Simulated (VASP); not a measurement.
Set up this calculation in VASP 6.6.1, as the native input.

| Property | Result |
| --- | --- |
| Task | single point |
| Functional | r2SCAN |
| Potentials or basis | VASP PAW PBE potentials, release 64 (Sr_sv, O) |
| Cutoff | 520 eV |
| k mesh | 8 × 8 × 8 |
| Occupations | gaussian, width 0.05 eV |
| Spin | no spin polarisation |
| Dipole correction | no |
| Further INCAR settings | ALGO = Normal; EDIFF = 1e-06; NBANDS = 15 |

SrO:

```
CELL_PARAMETERS angstrom
0.00000 2.28955 3.23742
2.28955 0.00000 3.23742
2.28955 2.28955 0.00000
ATOMIC_POSITIONS crystal
Sr 0.00000 0.00000 0.00000
O 0.50000 0.50000 0.50000
```

This cell differs from its parent crystal: ratio of the length along z to the lengths across it x 1.414, volume and fractional coordinates fixed.

The input as run:

POSCAR

```
SrO
1.0
    0.0000000000      2.2895467809      3.2374191482
    2.2895467809      0.0000000000      3.2374191482
    2.2895467809      2.2895467809      0.0000000000
Sr O
1 1
Direct
    0.0000000000      0.0000000000      0.0000000000
    0.5000000000      0.5000000000      0.5000000000
```

INCAR.step1

```
SYSTEM = SrO
ALGO = Normal ; EDIFF = 1E-4
ENCUT = 520 ; GGA = PE
ISMEAR = 0 ; LASPH = .TRUE.
LCHARG = .FALSE. ; LREAL = .FALSE.
LWAVE = .TRUE. ; NBANDS = 15
NELM = 80 ; PREC = Accurate
SIGMA = 0.05
```

INCAR.step2

```
SYSTEM = SrO
ALGO = Normal ; EDIFF = 1E-6
ENCUT = 520 ; ISIF = 2
ISMEAR = 0 ; ISTART = 1
LASPH = .TRUE. ; LCHARG = .TRUE.
LELF = .TRUE. ; LMIXTAU = .TRUE.
LREAL = .FALSE. ; LVHAR = .TRUE.
LWAVE = .FALSE. ; METAGGA = R2SCAN
NBANDS = 15 ; NELM = 80
PREC = Accurate ; SIGMA = 0.05
```

KPOINTS

```
k-points
0
G
  8 8 8
  0 0 0
```

Potentials or basis: VASP PAW PBE potentials, release 64 (Sr_sv, O).

Command:

```sh
$ cat potpaw_PBE.64/Sr_sv/POTCAR potpaw_PBE.64/O/POTCAR > POTCAR
$ cp INCAR.step1 INCAR
$ mpirun -np 1 vasp_std > vasp.out
$ cp INCAR.step2 INCAR
$ mpirun -np 1 vasp_std > vasp.out
```

It gave:

```
Pressure               : 25.3 GPa
Band gap on the k mesh : 1.93 eV, indirect (least direct gap 2.23 eV)
```

Caveat: the PAW data sets were made with another functional, which shifts forces and pressure a little.

Run time: 72 s on 1 thread of Intel(R) Xeon(R) 6975P-C (Granite Rapids), with other jobs on the host, peak memory 0.18 GiB.
